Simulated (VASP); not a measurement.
Wanted: the native input for a VASP 6.6.1 run.

```
Task                   : single point
Functional             : LDA
Potentials or basis    : VASP PAW LDA potentials, release 64 (Mg, O)
Cutoff                 : 600 eV
k mesh                 : 8 × 8 × 8
Occupations            : gaussian, width 0.01 eV
Spin                   : no spin polarisation
Dipole correction      : no
Further INCAR settings : ALGO = Normal; EDIFF = 1e-06; NBANDS = 11
```

The structure of MgO (lda) lies in POSCAR:

```
MgO
1.0
    0.0000000000      2.0595237678      2.0929403819
    2.0595237678      0.0000000000      2.0929403819
    2.0595237678      2.0595237678      0.0000000000
Mg O
1 1
Direct
    0.0000000000      0.0000000000      0.0000000000
    0.5000000000      0.5000000000      0.5000000000
```

These files were run (other wordings do the same):

INCAR

```
PREC     = Accurate       # precision mode
ENCUT    = 600            # plane-wave cutoff, eV
EDIFF    = 1E-6           # SCF threshold, eV
ISMEAR   = 0              # smearing method
SIGMA    = 0.01           # smearing width, eV
LREAL    = False          # projectors in reciprocal space
LASPH    = True           # aspherical terms in the spheres
NELM     = 120            # most SCF steps
ALGO     = Normal         # electronic algorithm
ISIF     = 2              # what is computed and relaxed
LWAVE    = False          # write WAVECAR
LCHARG   = False          # write CHGCAR
NBANDS   = 11             # bands
GGA_COMPAT= False
```

KPOINTS

```
Automatic mesh
0
Gamma
  8 8 8
```

Potentials or basis: VASP PAW LDA potentials, release 64 (Mg, O).

Run with:

```bash
$ cat potpaw_LDA.64/Mg/POTCAR potpaw_LDA.64/O/POTCAR > POTCAR
$ mpirun -np 1 vasp_std > vasp.out
```

Results of the run:

```yaml
Pressure: 0.4 GPa
Band_gap_on_the_k_mesh: 5.15 eV, direct
```

Run time: 12 s on 1 thread of Intel Xeon 8259CL, on a shared host, peak memory 0.14 GiB.
